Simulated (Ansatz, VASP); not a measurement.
# Two plane-wave programs on CuRu

```
Cu Ru
1.0
     0.00000    3.02484    3.02484
     3.02484    0.00000    3.02484
     3.02484    3.02484    0.00000
Cu Ru
2 2
Direct
  0.50000 0.50000 0.50000
  0.75000 0.75000 0.75000
  0.00000 0.00000 0.00000
  0.25000 0.25000 0.25000
```

Alike in both runs: task relaxation of cell and atoms; functional PBE; k mesh 6 × 6 × 6; occupations gaussian, width 0.1 eV; no spin polarisation.

|  | VASP | Ansatz |
| --- | --- | --- |
| version | VASP 6.6.1 | Ansatz 0.2.0 |
| potentials or method | VASP PAW PBE potentials, release 64 (Cu, Ru_pv), cutoff 600 eV | scalar-relativistic, plane waves, PAW |
| valence electrons in the cell | 50 | 70 |

|  | VASP | Ansatz | Ansatz less VASP |
| --- | --- | --- | --- |
| gap on the k mesh at the Fermi level, each at its own relaxed structure (eV) | none | none | - |
| relaxed volume (Å³/atom) | 13.19 | 13.19 | -0.003 |
| relaxed cell length with the largest relative difference (Å) | 4.210 | 4.210 | -0.0003 |

A gap of «none» marks a metal or a gap that the smearing closes. VASP's potentials hold 50 valence electrons a cell and Ansatz's 70, so a difference there can come from the potentials and not from the codes.
